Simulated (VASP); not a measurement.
Write the native input for VASP 6.6.1 that does the following.

```yaml
Task: electric field gradients
Functional: PBE
Potentials_or_basis: VASP PAW PBE potentials, release 64 (W_sv, O, S)
Cutoff: 520 eV
k_mesh: 3 × 3 × 2
Occupations: fermi-dirac, width 0.01 eV
Spin: no spin polarisation
Dipole_correction: no
Further_INCAR_settings: LREAL = Auto; ALGO = Normal; EDIFF = 1e-08; NBANDS = 267
```

The structure of W18S35O (a cell with a defect) lies in POSCAR:

```
W18S35O
1.0
    9.5400000000      0.0000000000      0.0000000000
   -4.7700000000      8.2618823520      0.0000000000
    0.0000000000      0.0000000000     12.5000000000
W O S
18 1 35
Direct
    0.1111111111      0.2222222222      0.2500000000
    0.1111111111      0.5555555556      0.2500000000
    0.1111111111      0.8888888889      0.2500000000
    0.4444444444      0.2222222222      0.2500000000
    0.4444444444      0.5555555556      0.2500000000
    0.4444444444      0.8888888889      0.2500000000
    0.7777777778      0.2222222222      0.2500000000
    0.7777777778      0.5555555556      0.2500000000
    0.7777777778      0.8888888889      0.2500000000
    0.2222222222      0.1111111111      0.7500000000
    0.2222222222      0.4444444444      0.7500000000
    0.2222222222      0.7777777778      0.7500000000
    0.5555555556      0.1111111111      0.7500000000
    0.5555555556      0.4444444444      0.7500000000
    0.5555555556      0.7777777778      0.7500000000
    0.8888888889      0.1111111111      0.7500000000
    0.8888888889      0.4444444444      0.7500000000
    0.8888888889      0.7777777778      0.7500000000
    0.1111111111      0.2222222222      0.6250000000
    0.1111111111      0.5555555556      0.6250000000
    0.1111111111      0.8888888889      0.6250000000
    0.4444444444      0.2222222222      0.6250000000
    0.4444444444      0.5555555556      0.6250000000
    0.4444444444      0.8888888889      0.6250000000
    0.7777777778      0.2222222222      0.6250000000
    0.7777777778      0.5555555556      0.6250000000
    0.7777777778      0.8888888889      0.6250000000
    0.2222222222      0.1111111111      0.1250000000
    0.2222222222      0.4444444444      0.1250000000
    0.2222222222      0.7777777778      0.1250000000
    0.5555555556      0.1111111111      0.1250000000
    0.5555555556      0.4444444444      0.1250000000
    0.5555555556      0.7777777778      0.1250000000
    0.8888888889      0.1111111111      0.1250000000
    0.8888888889      0.4444444444      0.1250000000
    0.8888888889      0.7777777778      0.1250000000
    0.1111111111      0.2222222222      0.8750000000
    0.1111111111      0.5555555556      0.8750000000
    0.1111111111      0.8888888889      0.8750000000
    0.4444444444      0.2222222222      0.8750000000
    0.4444444444      0.5555555556      0.8750000000
    0.4444444444      0.8888888889      0.8750000000
    0.7777777778      0.2222222222      0.8750000000
    0.7777777778      0.5555555556      0.8750000000
    0.7777777778      0.8888888889      0.8750000000
    0.2222222222      0.1111111111      0.3750000000
    0.2222222222      0.4444444444      0.3750000000
    0.2222222222      0.7777777778      0.3750000000
    0.5555555556      0.1111111111      0.3750000000
    0.5555555556      0.4444444444      0.3750000000
    0.5555555556      0.7777777778      0.3750000000
    0.8888888889      0.1111111111      0.3750000000
    0.8888888889      0.4444444444      0.3750000000
    0.8888888889      0.7777777778      0.3750000000
```

These files were run (other wordings do the same):

INCAR

```
  ALGO = Normal
  EDIFF = 1E-8
  ENCUT = 520
  GGA = PE
  ISIF = 2
  ISMEAR = -1
  LASPH = T
  LCHARG = F
  LEFG = T
  LREAL = Auto
  LUSENCCL = F
  LWAVE = F
  NBANDS = 267
  NELM = 100
  PREC = Accurate
  SIGMA = 0.01
```

KPOINTS

```
k-points
0
Gamma
  3 3 2
```

Potentials or basis: VASP PAW PBE potentials, release 64 (W_sv, O, S).

The run is started by

```console
$ cat potpaw_PBE.64/W_sv/POTCAR potpaw_PBE.64/O/POTCAR potpaw_PBE.64/S/POTCAR > POTCAR
$ mpirun -np 1 vasp_std > vasp.out
```

It gave:

The pressure is 0.9 GPa. The largest force is 4.445 eV/Å. The band gap on the k mesh is 1.12 eV. The largest electric field gradient by atom is W -157.7, -157.2, -156.5, -156.3, -176.2, -154.8, -158.5 (each value once); O +15.3; S -43.7, -46.3, -47.3, -46.5, -46.1, -42.9, -48.8, -45.0, -46.6, -48.2 (each value once) V/Å².

Caveat: without QUAD_EFG the Cq values of the log hold for a quadrupole moment of 1 mb, not for the nuclei; spin-orbit coupling is left out, which moves the levels of the heavy elements.

Run time: 4 min on 1 × NVIDIA H100 80GB with 1 thread of AMD EPYC 7R13 Processor (Zen 3) (shared host), peak memory 2.4 GiB.
